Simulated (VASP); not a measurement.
MgO:

```
Mg O
1.0
     2.97994    0.00000    0.00000
    -1.48997    2.58070    0.00000
     0.00000    0.00000   17.03175
Mg O
7 7
Direct
  0.00000 0.00000 0.00000
  0.33333 0.66667 0.14286
  0.00000 0.00000 0.28571
  0.33333 0.66667 0.42857
  0.66667 0.33333 0.57143
  0.33333 0.66667 0.71429
  0.66667 0.33333 0.85714
  0.66667 0.33333 0.07143
  0.66667 0.33333 0.21429
  0.66667 0.33333 0.35714
  0.00000 0.00000 0.50000
  0.00000 0.00000 0.64286
  0.00000 0.00000 0.78571
  0.33333 0.66667 0.92857
```

- Program: VASP 6.6.1
- Task: relaxation of cell and atoms
- Functional: PBEsol
- Potentials or basis: VASP PAW PBE potentials, release 64 (Mg, O)
- Cutoff: 600 eV
- k mesh: 12 × 12 × 2
- Occupations: gaussian, width 0.02 eV
- Spin: no spin polarisation

At the start: pressure 3.4 GPa; volume 9.36 Å³/atom.

Problem. Where does the relaxation end?

Solution. Over 13 steps the energy falls by 32.9 meV/atom and the volume is 9.49 Å³/atom (+1.5 %); space group P-3m1 (No. 164, to 0.1 Å) before and after.

The path:
```
step  energy change (eV)  largest force (eV/Å)  pressure (GPa)  volume (Å³)
   1              0.0000                1.1568            3.38       130.98
   2             -0.4025                0.4015           -2.00       134.60
   3             -0.4234                0.3649           -1.15       133.94
   4             -0.4481                0.2336            0.06       132.83
   5             -0.4483                0.2490            0.18       132.72
   6             -0.4548                0.0936            0.23       132.70
   7             -0.4561                0.0712            0.28       132.68
   8             -0.4578                0.0565           -0.13       133.03
   9             -0.4580                0.0637           -0.33       133.20
  10             -0.4593                0.0435           -0.21       133.09
  11             -0.4603                0.0303            0.01       132.90
  12             -0.4603                0.0136            0.01       132.90
  13             -0.4603                0.0065            0.01       132.90
```

Final structure:
```cif
data_structure
_symmetry_space_group_name_H-M 'P 1'
_symmetry_Int_Tables_number 1
_cell_length_a 2.9480
_cell_length_b 2.9480
_cell_length_c 17.6580
_cell_angle_alpha 90.000
_cell_angle_beta 90.000
_cell_angle_gamma 120.000
_cell_volume 132.90
loop_
_atom_site_label
_atom_site_type_symbol
_atom_site_fract_x
_atom_site_fract_y
_atom_site_fract_z
_atom_site_occupancy
Mg1 Mg 0.00000 0.00000 0.99759 1
Mg2 Mg 0.33333 0.66667 0.13984 1
Mg3 Mg 0.00000 0.00000 0.28633 1
Mg4 Mg 0.33333 0.66667 0.42857 1
Mg5 Mg 0.66667 0.33333 0.57081 1
Mg6 Mg 0.33333 0.66667 0.71730 1
Mg7 Mg 0.66667 0.33333 0.85955 1
O1 O 0.66667 0.33333 0.06641 1
O2 O 0.66667 0.33333 0.21309 1
O3 O 0.66667 0.33333 0.35976 1
O4 O 0.00000 0.00000 0.49738 1
O5 O 0.00000 0.00000 0.64405 1
O6 O 0.00000 0.00000 0.79074 1
O7 O 0.33333 0.66667 0.92857 1
```

Caveat: the PAW data sets were made with another functional, which shifts forces and pressure a little.
